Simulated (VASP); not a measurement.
## Zr3S2: single point with PBEsol+U

The system is Zr3S2.

```
Zr S
1.0
     3.13530    1.81017    3.87107
    -3.13530    1.81017    3.87107
     0.00000   -3.62033    3.87107
Zr S
3 2
Direct
  0.88180 0.50000 0.11820
  0.50000 0.11820 0.88180
  0.11820 0.88180 0.50000
  0.65939 0.65939 0.65939
  0.34061 0.34061 0.34061
```

```json
{
 "Program": "VASP 6.6.1",
 "Task": "single point",
 "Functional": "PBEsol",
 "Potentials or basis": "VASP PAW PBE potentials, release 64 (Zr_sv, S)",
 "Cutoff": "520 eV",
 "k mesh": "6 × 6 × 6",
 "Occupations": "fermi-dirac, width 0.05 eV",
 "Spin": "no spin polarisation",
 "Hubbard terms": "Zr d U = 8.0 eV"
}
```

```yaml
Pressure: -12.7 GPa
Largest_force: 1.544 eV/Å
Band_gap_on_the_k_mesh: zero (bands 24 and 25 overlap by 0.25 eV)
```

Forces in eV/Å, atoms in the order of the input:
```
Zr  -0.772 -1.337  0.000
Zr  -0.772  1.337  0.000
Zr   1.544  0.000  0.000
S    0.000  0.000  0.147
S    0.000  0.000 -0.147
```

Stress tensor (GPa, compression positive):
```
-12.61   0.00   0.00
  0.00 -12.61   0.00
  0.00   0.00 -12.91
```

Levels at points of the mesh, in eV from the Fermi level:
```csv
k point,band 20,band 21,band 22,band 23,band 24,band 25,band 26,band 27,band 28,band 29
"(0.00, 0.00, 0.00)",-3.62,-3.29,-1.19,-0.07,-0.07,0.80,0.80,1.36,1.53,2.16
"(0.50, 0.00, 0.00)",-3.34,-1.61,-1.18,-0.62,-0.49,0.41,0.62,1.06,1.67,2.02
"(0.50, 0.50, 0.00)",-3.14,-1.32,-1.10,-0.93,-0.30,-0.01,1.05,1.40,1.56,2.18
"(0.50, 0.50, 0.50)",-3.88,-1.11,-0.80,-0.01,-0.01,0.75,0.75,1.33,1.33,1.46
```

Eigenvalues of the final occupation matrices:
| site | spin | trace | eigenvalues |
| --- | --- | --- | --- |
| site 1 d | 1 | 0.54 | 0.05 0.07 0.12 0.14 0.16 |
| site 1 d | 2 | 0.54 | 0.05 0.07 0.12 0.14 0.16 |
| site 2 d | 1 | 0.54 | 0.05 0.07 0.12 0.14 0.16 |
| site 2 d | 2 | 0.54 | 0.05 0.07 0.12 0.14 0.16 |
| site 3 d | 1 | 0.54 | 0.05 0.07 0.12 0.14 0.16 |
| site 3 d | 2 | 0.54 | 0.05 0.07 0.12 0.14 0.16 |

Run time: 68 s on 1 thread of Intel(R) Xeon(R) 6975P-C (Granite Rapids), on a shared host, peak memory 0.28 GiB.

Caveat: the cell stands under tension; the PAW data sets were made with another functional, which shifts forces and pressure a little; U without spin polarisation on a metal has little footing.
